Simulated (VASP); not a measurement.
# Ba3MgB2O (R-3m) in VASP: single point with PBE

Aim: the single point of Ba3MgB2O with PBE.

Everything below comes from runs of VASP 6.6.1. Logs are shortened: lines on timing, memory, paths and dates and some standing lists are left out, and cuts for length are marked.

## Step 1: The cell of the first run

It takes space group R-3m (No. 166, trigonal). Conventional cell: a = 5.851 Å, b = 5.851 Å, c = 14.271 Å, α = 90.00°, β = 90.00°, γ = 120.00°. Ba (site symmetry 2/m) has 2 B at 2.36 Å and 2 O at 2.92 Å and 2 Mg at 2.93 Å and 4 Ba at 2.93 Å within 3.1 Å. Mg (site symmetry -3m) has 6 Ba at 2.93 Å and 8 B at 3.12 to 3.76 Å within 3.9 Å. Within 3.2 Å of B (site symmetry 3m) lie 3 Ba at 2.36 Å and 1 Mg at 3.12 Å. O (site symmetry -3m) has 6 Ba at 2.92 Å and 6 B at 3.46 Å within 3.8 Å.

The cell was built from a structure type or drawn by symmetry, and may not be a known phase.

## Step 2: Single point, PBE

File INCAR:

```
PREC = Accurate
ENCUT = 520
EDIFF = 1E-7
ISMEAR = 0
SIGMA = 0.1
LREAL = F
LASPH = T
NELM = 100
ALGO = Normal
ISIF = 2
LWAVE = F
LCHARG = T
GGA = PE
LELF = T
LVHAR = T
NBANDS = 31
```

File KPOINTS:

```
regular mesh
0
Gamma
  6 6 6
```

File POSCAR:

```
Ba3MgB2O
1.0
    2.9255843100      1.6890868900      4.7570923100
   -2.9255843100      1.6890868900      4.7570923100
    0.0000000000     -3.3781737800      4.7570923100
Ba Mg B O
3 1 2 1
Direct
    0.5000000000      0.5000000000      0.0000000000
    0.0000000000      0.5000000000      0.5000000000
    0.5000000000      0.0000000000      0.5000000000
    0.0000000000      0.0000000000      0.0000000000
    0.7817260000      0.7817260000      0.7817260000
    0.2182740000      0.2182740000      0.2182740000
    0.5000000000      0.5000000000      0.5000000000
```

Potentials or basis: VASP PAW PBE potentials, release 64 (Ba_sv, Mg, B, O).

Launch:

```
$ cat potpaw_PBE.64/Ba_sv/POTCAR potpaw_PBE.64/Mg/POTCAR potpaw_PBE.64/B/POTCAR potpaw_PBE.64/O/POTCAR > POTCAR
$ mpirun -np 1 vasp_std > vasp.out
```

OUTCAR:

```text
PREC = Accurate
   ENCUT = 520
   EDIFF = 1E-7
   ISMEAR = 0
   LREAL = F
   LASPH = T
   NELM = 100
   ISIF = 2
   GGA = PE

 ion  position               nearest neighbor table
   1  0.500  0.500  0.000-   5 2.36   6 2.36   7 2.92   7 2.92   4 2.93   4 2.93   3 2.93   3 2.93
                             2 2.93   2 2.93
   2  0.000  0.500  0.500-   5 2.36   6 2.36   7 2.92   7 2.92   3 2.93   3 2.93   4 2.93   1 2.93
                             4 2.93   1 2.93
   3  0.500  0.000  0.500-   5 2.36   6 2.36   7 2.92   7 2.92   2 2.93   2 2.93   1 2.93   4 2.93
                             1 2.93   4 2.93
   4  0.000  0.000  0.000-   1 2.93   1 2.93   2 2.93   2 2.93   3 2.93   3 2.93
   5  0.782  0.782  0.782-   2 2.36   3 2.36   1 2.36
   6  0.218  0.218  0.218-   2 2.36   3 2.36   1 2.36
   7  0.500  0.500  0.500-   2 2.92   3 2.92   3 2.92   2 2.92   1 2.92   1 2.92

  LATTYP: Found a trigonal (rhomboedric) cell.
 ALAT       =     5.8345509958
 COS(alpha) =     0.4971478030

  Lattice vectors:

 A1 = (   2.9255843100,   1.6890868900,   4.7570923100)
 A2 = (  -2.9255843100,   1.6890868900,   4.7570923100)
 A3 = (   0.0000000000,  -3.3781737800,   4.7570923100)

Analysis of symmetry for initial positions (statically):
=====================================================================
 Subroutine PRICEL returns:
 Original cell was already a primitive cell.

 Routine SETGRP: Setting up the symmetry group for a
 trigonal (rhombohedral) supercell.

 Subroutine GETGRP returns: Found 12 space group operations
 (whereof 12 operations were pure point group operations)
 out of a pool of 12 trial point group operations.

The static configuration has the point symmetry D_3d.

Analysis of symmetry for dynamics (positions and initial velocities):
=====================================================================
 Subroutine PRICEL returns:
 Original cell was already a primitive cell.

 Routine SETGRP: Setting up the symmetry group for a
 trigonal (rhombohedral) supercell.

 Subroutine GETGRP returns: Found 12 space group operations
 (whereof 12 operations were pure point group operations)
 out of a pool of 12 trial point group operations.

The dynamic configuration has the point symmetry D_3d.

 Subroutine INISYM returns: Found 12 space group operations
 (whereof 12 operations are pure point group operations),
[... 102 lines left out ...]
   LSORBIT =      F    spin-orbit coupling
   LASPH  =      T    aspherical Exc in radial PAW
   ENCUT  =  520.0 eV  38.22 Ry    6.18 a.u.  10.85 10.85 10.85*2*pi/ulx,y,z
   NELM   =    100;   NELMIN=  2; NELMDL= -5     # of ELM steps
   EDIFF  = 0.1E-06   stopping-criterion for ELM
   LREAL  =      F    real-space projection
   EDIFFG = 0.1E-05   stopping-criterion for IOM
   NSW    =      0    number of steps for IOM
   IBRION =     -1    ionic relax: 0-MD 1-quasi-New 2-CG
   NFREE  =      0    steps in history (QN), initial steepest desc. (CG)
   ISIF   =      2    stress and relaxation
   ISYM   =      2    0-nonsym 1-usesym 2-fastsym
   POTIM  = 0.5000    time-step for ionic-motion
   TEBEG  =    0.0;   TEEND  =   0.0 temperature during run
   PSTRESS=    0.0 pullay stress
   NELECT =      44.0000    total number of electrons
   NUPDOWN=      -1.0000    fix difference up-down
   EMIN   =  10.00;   EMAX   =-10.00  energy-range for DOS
   EFERMI =   0.00;   METHOD = LEGACY
   ISMEAR =     0;   SIGMA  =   0.10  broadening in eV -4-tet -1-fermi 0-gaus
   EFERMI_NEDOS =   21; number of points for ismear=-14 and -15
   IALGO  =     38    algorithm
   IMIX   =      4    mixing-type and parameters
     AMIX     =   0.40;   BMIX     =  1.00
     AMIX_MAG =   1.60;   BMIX_MAG =  1.00
  volume/ion in A,a.u.               =      20.15       135.97
  Fermi-wavevector in a.u.,A,eV,Ry     =   1.110299  2.098161 16.772768  1.232764
  Thomas-Fermi vector in A             =   2.246849
   LORBIT       =      0    0 simple, 1 ext, 2 COOP (PROOUT), +10 PAW based schemes
   GGA     = PE    functional components
   LHFCALC =     F    Hartree Fock is set to
   AEXX    =    0.0000 exact exchange contribution
   IVDW    =     0    specifies the selected vdW correction
   LEPSILON=     F    determine dielectric tensor
   LRPA    =     F    only Hartree local field effects (RPA)
 non-spin polarized calculation
 Gauss-broadening in eV      SIGMA  =   0.10
  energy-cutoff  :      520.00
  volume of cell :      141.04
 maximum number of plane-waves:      3813
 NGX is ok and might be reduce to    48
   NGX = 21   NGY = 21   NGZ = 21

 number of electron      43.9999997 magnetization

 Free energy of the ion-electron system (eV)
  ---------------------------------------------------
  ext. energy  EPLUGINS =         0.00000000
  ---------------------------------------------------
  free energy    TOTEN  =       -11.35703160 eV

  energy without entropy =      -11.34192658  energy(sigma->0) =      -11.34947909

 E-fermi :   3.5528     XC(G=0):  -9.8167

 val. band max:        3.5182038016   @ k =  -0.1667   0.1667   0.1667
 cond. band min:       3.5985130275   @ k =  -0.1667   0.3333   0.1667
 fundamental gap:      0.0803092259
 Fermi energy:         3.5527816328

 k-point     1 :       0.0000    0.0000    0.0000
  band No.  band energies     occupation
      1     -25.7605      2.00000
      2     -24.0313      2.00000
      3     -24.0313      2.00000
      4     -14.5512      2.00000
      5     -12.1682      2.00000
      6     -12.0192      2.00000
[... 805 lines left out ...]
     30       7.2420      0.00000
     31       7.6499      0.00000

 [... further k-points ...]
[... 5 lines left out ...]
  --------------------------------------------------------------------------------------
  -------------------------------------------------------------------------------------
  Total       38.9144104     38.9144105     -6.5780010      0.0000000     -0.0000000      0.0000000
  in kB      442.0420651    442.0420656    -74.7217580      0.0000000     -0.0000000      0.0000000
  external PRESSURE =     269.7874576 kB  Pullay stress =       0.0000000 kB

 VOLUME and BASIS-vectors are now :
 -----------------------------------------------------------------------------
  energy-cutoff  :      520.00
  volume of cell :      141.04
      direct lattice vectors                 reciprocal lattice vectors
     2.925584310  1.689086890  4.757092310     0.170906030  0.098672642  0.070070815
    -2.925584310  1.689086890  4.757092310    -0.170906030  0.098672642  0.070070815
     0.000000000 -3.378173780  4.757092310     0.000000000 -0.197345285  0.070070815

 POSITION                                       TOTAL-FORCE (eV/Angst)
 -----------------------------------------------------------------------------------
      0.00000      1.68909      4.75709         0.000000      0.000000     -0.000000
     -1.46279     -0.84454      4.75709        -0.000000      0.000000     -0.000000
      1.46279     -0.84454      4.75709        -0.000000      0.000000     -0.000000
      0.00000      0.00000      0.00000        -0.000000      0.000000     -0.000000
      0.00000      0.00000     11.15623        -0.000000     -0.000000      4.214066
      0.00000      0.00000      3.11505        -0.000000      0.000000     -4.214066
      0.00000      0.00000      7.13564        -0.000000      0.000000      0.000000
 -----------------------------------------------------------------------------------
    total drift:                                0.000000      0.000000     -0.000000

  FREE ENERGIE OF THE ION-ELECTRON SYSTEM (eV)
  ---------------------------------------------------
  free  energy   TOTEN  =       -11.3570316037 eV

  energy  without entropy=      -11.3419265809  energy(sigma->0) =      -11.34947909
```

OSZICAR:

```text
N       E                     dE             d eps       ncg     rms          rms(c)
DAV:   1     0.313437407388E+03    0.31344E+03   -0.20552E+04  1992   0.127E+03
DAV:   2     0.533294566714E+01   -0.30810E+03   -0.29642E+03  2966   0.262E+02
DAV:   3    -0.160218978525E+02   -0.21355E+02   -0.20777E+02  2554   0.682E+01
DAV:   4    -0.167791984443E+02   -0.75730E+00   -0.75367E+00  3027   0.111E+01
DAV:   5    -0.167888864281E+02   -0.96880E-02   -0.96834E-02  2580   0.120E+00    0.277E+01
DAV:   6    -0.124532292723E+02    0.43357E+01   -0.26180E+01  2314   0.186E+01    0.185E+01
DAV:   7    -0.121744903232E+02    0.27874E+00   -0.24759E+01  2700   0.143E+01    0.964E+00
DAV:   8    -0.113944856994E+02    0.78000E+00   -0.28150E+00  2556   0.673E+00    0.300E+00
DAV:   9    -0.113784523723E+02    0.16033E-01   -0.10568E+00  2704   0.372E+00    0.151E+00
DAV:  10    -0.113589464861E+02    0.19506E-01   -0.27217E-01  2533   0.180E+00    0.384E-01
DAV:  11    -0.113577169441E+02    0.12295E-02   -0.45723E-02  2643   0.782E-01    0.240E-01
DAV:  12    -0.113570117863E+02    0.70516E-03   -0.88764E-03  2593   0.369E-01    0.549E-02
DAV:  13    -0.113570691828E+02   -0.57397E-04   -0.68482E-04  2223   0.121E-01    0.562E-02
DAV:  14    -0.113570380756E+02    0.31107E-04   -0.10524E-04  2465   0.401E-02    0.233E-02
DAV:  15    -0.113570314512E+02    0.66245E-05   -0.55395E-05  2362   0.248E-02    0.538E-03
DAV:  16    -0.113570318501E+02   -0.39890E-06   -0.30011E-06  2433   0.783E-03    0.137E-03
DAV:  17    -0.113570315906E+02    0.25950E-06   -0.19954E-07  1881   0.212E-03    0.145E-03
DAV:  18    -0.113570316037E+02   -0.13103E-07   -0.12652E-07  1637   0.148E-03
   1 F= -.11357032E+02 E0= -.11349479E+02  d E =-.151050E-01
```

Run time: 4.3 min. Hardware: 1 thread of Intel Xeon 8259CL, shared host; peak memory 0.41 GiB.

What came out:

* Free energy: -11.3570 eV
* Pressure: 27.0 GPa
* Largest force: 4.214 eV/Å
* Band gap on the k mesh: zero (bands 22 and 23 overlap by 0.55 eV)

Forces on the atoms (eV/Å):
```
Ba   0.000  0.000  0.000
Ba   0.000  0.000  0.000
Ba   0.000  0.000  0.000
Mg   0.000  0.000  0.000
B    0.000  0.000  4.214
B    0.000  0.000 -4.214
O    0.000  0.000  0.000
```

Levels at points of the mesh, in eV from the Fermi level:
```csv
k point,band 20,band 21,band 22,band 23,band 24,band 25
"(0.00, 0.00, 0.00)",-1.02,-1.02,-0.99,0.13,0.13,0.43
"(0.50, 0.00, 0.00)",-1.01,-0.57,-0.15,0.21,0.57,1.28
"(0.50, 0.50, 0.00)",-0.84,-0.68,-0.66,-0.48,0.75,2.01
"(0.50, 0.50, 0.50)",-1.26,-0.99,-0.99,0.45,0.45,1.33
```

Caveat: the cell stands under pressure; spin-orbit coupling is left out, which moves the levels of the heavy elements; forces of over 1 eV/Å act on the atoms, so gaps and moduli don't describe the material at rest.
